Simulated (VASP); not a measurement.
Wanted: the native input for a VASP 6.6.1 run.

```
Task                   : single point
Functional             : PBE
Potentials or basis    : VASP PAW PBE potentials, release 64 (Rh_pv)
Cutoff                 : 520 eV
k mesh                 : 22 × 22 × 22
Occupations            : gaussian, width 0.15 eV
Spin                   : no spin polarisation
Dipole correction      : no
Further INCAR settings : ALGO = Fast; EDIFF = 1e-06; NBANDS = 14
```

The structure of Rh lies in POSCAR:

```
Rh
1.0
    0.0000000000      1.9015500000      1.8540112500
    1.9015500000      0.0000000000      1.8540112500
    1.9015500000      1.9015500000      0.0000000000
Rh
1
Direct
    0.0000000000      0.0000000000      0.0000000000
```

This cell differs from its parent crystal: strain +0.000 along x and y, -0.025 along z.

One way to write it, as run:

INCAR

```
PREC     = Accurate       # precision mode
ENCUT    = 520            # plane-wave cutoff, eV
EDIFF    = 1E-6           # SCF threshold, eV
ISMEAR   = 0              # smearing method
SIGMA    = 0.15           # smearing width, eV
LREAL    = F              # projectors in reciprocal space
LASPH    = T              # aspherical terms in the spheres
NELM     = 80             # most SCF steps
ALGO     = Fast           # electronic algorithm
ISIF     = 2              # what is computed and relaxed
LWAVE    = F              # write WAVECAR
LCHARG   = F              # write CHGCAR
GGA      = PE             # functional
NBANDS   = 14             # bands
```

KPOINTS

```
Automatic mesh
0
Gamma
  22 22 22
```

Potentials or basis: VASP PAW PBE potentials, release 64 (Rh_pv).

Launch:

```sh
$ cat potpaw_PBE.64/Rh_pv/POTCAR > POTCAR
$ mpirun -np 1 vasp_std > vasp.out
```

Results of the run:

```json
{
 "Pressure": "13.6 GPa",
 "Band gap on the k mesh": "zero (an odd number of electrons rules out a gap without spin polarisation)"
}
```

Caveat: the cell differs from its parent crystal (strain +0.000 along x and y, -0.025 along z); the cell stands under pressure.

Run time: 110 s on 1 thread of Intel(R) Xeon(R) Platinum 8375C CPU @ 2.90GHz (Ice Lake), on a shared host, peak memory 0.24 GiB.
